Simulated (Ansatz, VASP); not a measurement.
# Cu: VASP beside Ansatz

```xyz
1
Lattice="0.0000 1.8262 1.6926 1.8262 0.0000 1.6926 1.8262 1.8262 0.0000" Properties=species:S:1:pos:R:3 pbc="T T T"
Cu    0.0000    0.0000    0.0000
```

Change from the starting cell: strain +0.025 along x and y, -0.050 along z, atoms carried along.

Alike in both runs: task single point; functional PBEsol; k mesh 28 × 28 × 28; occupations gaussian, width 0.15 eV; no spin polarisation.

```csv
,VASP,Ansatz
version,VASP 6.6.1,Ansatz 0.2.0
potentials or method,"VASP PAW PBE potentials, release 64 (Cu), cutoff 520 eV","scalar-relativistic, plane waves, PAW"
valence electrons in the cell,11,19
```

```tsv
	VASP	Ansatz	Ansatz less VASP
gap on the k mesh at the Fermi level (eV)	none	none	-
pressure (GPa)	1.2	0.5	-0.70
traceless stress, the component that is largest in VASP (GPa)	2.24	2.27	+0.027
```

VASP's potentials were made for PBE, not for PBEsol. A gap of «none» marks a metal or a gap that the smearing closes. VASP's potentials hold 11 valence electrons a cell and Ansatz's 19, so a difference there can come from the potentials and not from the codes.
